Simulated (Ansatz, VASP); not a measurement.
Os in VASP and in Ansatz

The input INCAR:

```
PREC = Accurate
ENCUT = 600
EDIFF = 1E-6
ISMEAR = -1
SIGMA = 0.1
LREAL = F
LASPH = T
NELM = 100
ALGO = Normal
ISIF = 3
LWAVE = F
LCHARG = F
GGA = PS
IBRION = 2
NSW = 100
EDIFFG = -0.002
```

Contents of KPOINTS:

```
Automatic mesh
0
Gamma
  14 14 8
```

POSCAR

```
Os
1.0
    2.7341000000      0.0000000000      0.0000000000
   -1.3670500000      2.3678000565      0.0000000000
    0.0000000000      0.0000000000      4.3197000000
Os
2
Direct
    0.3333333333      0.6666666667      0.2500000000
    0.6666666667      0.3333333333      0.7500000000
```

Input for Ansatz:

```yaml
crystal:
  lattice:
    - [2.73410000001, 0.0, 0.0]
    - [-1.36705, 2.36780005649, 0.0]
    - [0.0, 0.0, 4.3197]
  atoms:
    - { symbol: Os, position: [0.333333333333, 0.666666666667, 0.25] }
    - { symbol: Os, position: [0.666666666667, 0.333333333333, 0.75] }
kpoints:
  mp_grid: { grid: [14, 14, 8] }
scf:
  occupations: { method: fermi_dirac, width: 0.1 }
hamiltonian:
  xc: pbesol
  pseudopotentials: { kind: paw }
relax:
  f_tol: 0.002
  max_steps: 80
  cell: {}
output:
  forces: true
  stress: true
  write_density: true
  write_potential: true
  elf: true
  volumetric_format: npy
```

Alike in both runs: task relaxation of cell and atoms; functional PBEsol; k mesh 14 × 14 × 8; occupations fermi-dirac, width 0.1 eV; no spin polarisation.

|  | VASP | Ansatz |
| --- | --- | --- |
| version | VASP 6.6.1 | Ansatz 0.2.0 |
| potentials or method | VASP PAW PBE potentials, release 64 (Os) | PAW with Ansatz's default frozen-core files, scalar-relativistic |
| plane-wave cutoff (eV) | 600 | 420 |
| valence electrons in the cell | 16 | 32 |

```tsv
	VASP	Ansatz	Ansatz less VASP
relaxed volume (Å³/atom)	13.92	13.90	-0.020
relaxed cell length with the largest relative difference (Å)	2.731	2.730	-0.0015
```

VASP's potentials were made for PBE, not for PBEsol. VASP's potentials hold 16 valence electrons a cell and Ansatz's 32, so a difference there can come from the potentials and not from the codes.

Neither program's run includes spin-orbit coupling.
